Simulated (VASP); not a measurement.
Write the native input for VASP 6.6.1 that does the following.

- Task: single point
- Functional: PBE
- Potentials or basis: VASP PAW PBE potentials, release 64 (Ti_sv, Si, Te)
- Cutoff: 520 eV
- k mesh: 12 × 12 × 6
- Occupations: gaussian, width 0.1 eV
- Spin: no spin polarisation
- Dipole correction: no
- Further INCAR settings: ALGO = Normal; EDIFF = 1e-07; NBANDS = 29

The structure of TiSiTe4 lies in POSCAR:

```
TiSiTe4
1.0
    5.2015577190      0.0000000000      0.0000000000
   -2.6007788595      4.5046811239      0.0000000000
    0.0000000000      0.0000000000      7.3952522202
Ti Si Te
1 1 4
Direct
    0.0000000000      0.0000000000      0.8775305934
    0.0000000000      0.0000000000      0.5288661334
    0.3333333333      0.6666666667      0.4070028113
    0.6666666667      0.3333333333      0.4070028113
    0.3333333333      0.6666666667      0.9030996503
    0.6666666667      0.3333333333      0.9030996503
```

The cell was generated, and may not be a known phase.

One way to write it, as run:

INCAR

```
  PREC = Accurate
  ENCUT = 520
  EDIFF = 1E-7
  ISMEAR = 0
  SIGMA = 0.1
  LREAL = False
  LASPH = True
  NELM = 100
  ALGO = Normal
  ISIF = 2
  LWAVE = False
  LCHARG = False
  GGA = PE
  NBANDS = 29
```

KPOINTS

```
Automatic mesh
0
Gamma
  12 12 6
```

Potentials or basis: VASP PAW PBE potentials, release 64 (Ti_sv, Si, Te).

The run is started by

```bash
$ cat potpaw_PBE.64/Ti_sv/POTCAR potpaw_PBE.64/Si/POTCAR potpaw_PBE.64/Te/POTCAR > POTCAR
$ mpirun -np 1 vasp_std > vasp.out
```

Results of the run:

```
Pressure               : 0.0 GPa
Largest force          : 0.007 eV/Å
Band gap on the k mesh : zero (bands 20 and 21 overlap by 1.08 eV)
```

Caveat: spin-orbit coupling is left out, which moves the levels of the heavy elements; this functional lacks dispersion, which binds layers or chains, so the pressure and a relaxed spacing across them are unreliable.

It took 5.1 min on 1 thread of Intel(R) Xeon(R) 6975P-C (Granite Rapids), on a shared host, peak memory 0.54 GiB.
